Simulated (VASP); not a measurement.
Input of a VASP 6.6.1 run:

INCAR

```
SYSTEM = WSe2
PREC = Accurate
ENCUT = 520
EDIFF = 1E-6
ISMEAR = 0
SIGMA = 0.05
LREAL = .False.
LASPH = .True.
NELM = 100
ALGO = Normal
ISIF = 2
LWAVE = .False.
LCHARG = .False.
GGA = PE
NBANDS = 35
```

The input KPOINTS:

```
regular mesh
0
Gamma
  12 12 2
  0 0 0
```

Contents of POSCAR:

```
WSe2
1.0
    3.2899984505      0.0000000000      0.0000000000
   -1.6449992252      2.8492222365      0.0000000000
    0.0000000000      0.0000000000     12.9700000000
W Se
2 4
Direct
    0.3333333333      0.6666666667      0.2500000000
    0.6666666667      0.3333333333      0.7500000000
    0.3333333333      0.6666666667      0.6210000000
    0.6666666667      0.3333333333      0.1210000000
    0.3333333333      0.6666666667      0.8790000000
    0.6666666667      0.3333333333      0.3790000000
```

Potentials or basis: VASP PAW PBE potentials, release 64 (W_sv, Se).

Command:

```bash
$ cat potpaw_PBE.64/W_sv/POTCAR potpaw_PBE.64/Se/POTCAR > POTCAR
$ mpirun -np 1 vasp_std > vasp.out
```

(1) Predict the band gap on the k mesh.

(2) Predict the pressure.

(3) What does it give for the largest force?

Answers

(1) 0.97 eV, indirect (least direct gap 1.52 eV).

(2) 4.0 GPa.

(3) 0.218 eV/Å.

Caveat: spin-orbit coupling is left out, which moves the levels of the heavy elements; this functional lacks dispersion, which binds the layers, so the pressure and a relaxed spacing across them are unreliable.
